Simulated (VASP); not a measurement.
## Li7Cl8 (a cell with a defect): single point with PBE

Li7Cl8 (a cell with a defect):

```
Li Cl
1.0
     0.00000    5.10287    5.10287
     5.10287    0.00000    5.10287
     5.10287    5.10287    0.00000
Li Cl
7 8
Cartesian
  -0.8258 0.0028 -0.8247
  2.4658 2.4468 0.1067
  5.2085 2.6590 2.4671
  0.1061 2.4470 2.4672
  2.6143 5.1052 2.6148
  2.4659 2.6597 5.2097
  5.0263 5.1052 5.0280
  2.6064 2.5200 2.6071
  5.0729 5.1046 2.6189
  5.0518 2.4113 5.0533
  7.4423 5.1043 5.2504
  2.6182 5.1049 5.0735
  5.0524 7.7985 5.0531
  5.2500 5.1050 7.4439
  7.7094 7.6897 7.7102
```

```yaml
Program: VASP 6.6.1
Task: single point
Functional: PBE
Potentials_or_basis: VASP PAW PBE potentials, release 64 (Li_sv, Cl)
Cutoff: 520 eV
k_mesh: 3 × 3 × 3
Occupations: methfessel-paxton, width 0.15 eV
Spin: no spin polarisation
```

```
Largest force          : 0.507 eV/Å
Band gap on the k mesh : zero (an odd number of electrons rules out a gap without spin polarisation)
```

Forces on the atoms (eV/Å):
```
Li   0.358  0.001  0.360
Li   0.021  0.028 -0.041
Li  -0.040 -0.027  0.021
Li  -0.041  0.027  0.021
Li  -0.024  0.000 -0.024
Li   0.021 -0.028 -0.040
Li   0.015  0.000  0.014
Cl  -0.063  0.034 -0.062
Cl  -0.035  0.001 -0.044
Cl   0.017 -0.029  0.016
Cl  -0.071  0.001 -0.067
Cl  -0.045  0.000 -0.035
Cl   0.017  0.028  0.016
Cl  -0.067  0.000 -0.072
Cl  -0.064 -0.034 -0.063
```

Levels at points of the mesh, in eV from the Fermi level:
```
           k point  band 35  band 36  band 37  band 38  band 39  band 40  band 41  band 42  band 43  band 44
(0.00, 0.00, 0.00)    -0.10    -0.09     0.01     0.04     0.04     6.51     6.72     7.07     7.24     7.30
```

Wall time 5.8 min on 1 thread of Intel(R) Xeon(R) Platinum 8488C (Sapphire Rapids), on a shared host, peak memory 0.41 GiB.

Caveat: an odd number of electrons without spin polarisation forces a metal; a magnetic or distorted state may lie lower.
